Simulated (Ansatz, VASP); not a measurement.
Ti: VASP beside Ansatz

The input INCAR:

```
SYSTEM = Ti
PREC = Accurate
ENCUT = 600
EDIFF = 1E-6
ISMEAR = 0
SIGMA = 0.1
LREAL = .False.
LASPH = .True.
NELM = 60
ALGO = Fast
ISIF = 3
LWAVE = .False.
LCHARG = .False.
GGA = PE
IBRION = 2
NSW = 80
EDIFFG = -0.01
```

The input KPOINTS:

```
regular mesh
0
Gamma
  18 18 18
  0 0 0
```

Contents of POSCAR:

```
Ti
1.0
    0.0000000000      2.1105960111      2.1105960111
    2.1105960111      0.0000000000      2.1105960111
    2.1105960111      2.1105960111      0.0000000000
Ti
1
Direct
    0.0000000000      0.0000000000      0.0000000000
```

Input for Ansatz:

```yaml
crystal:
  lattice:
    - [0.0, 2.1105960111, 2.1105960111]
    - [2.1105960111, 0.0, 2.1105960111]
    - [2.1105960111, 2.1105960111, 0.0]
  atoms:
    - { symbol: Ti, position: [0.0, 0.0, 0.0] }
basis:
  ecutwfc: 420
kpoints:
  mp_grid: { grid: [18, 18, 18] }
hamiltonian:
  xc: pbe
scf:
  occupations: { method: gaussian, width: 0.1 }
output:
  forces: true
  stress: true
  eigenvalues: true
relax:
  adjacent_minimum: "off"
  f_tol: 0.01
  max_steps: 60
  cell: { stress_tol: 0.1 }
```

Alike in both runs: task relaxation of cell and atoms; functional PBE; k mesh 18 × 18 × 18; occupations gaussian, width 0.1 eV; no spin polarisation.

```csv
,VASP,Ansatz
version,VASP 6.6.1,Ansatz 0.2.0
potentials or method,"VASP PAW PBE potentials, release 64 (Ti_sv), cutoff 600 eV","scalar-relativistic, plane waves, PAW"
valence electrons in the cell,12,12
```

|  | VASP | Ansatz | Ansatz less VASP |
| --- | --- | --- | --- |
| gap on the k mesh at the Fermi level, each at its own relaxed structure (eV) | none | none | - |
| relaxed volume (Å³/atom) | 17.35 | 17.39 | +0.043 |
| relaxed cell length with the largest relative difference (Å) | 2.906 | 2.908 | +0.0024 |

A gap of «none» marks a metal or a gap that the smearing closes.
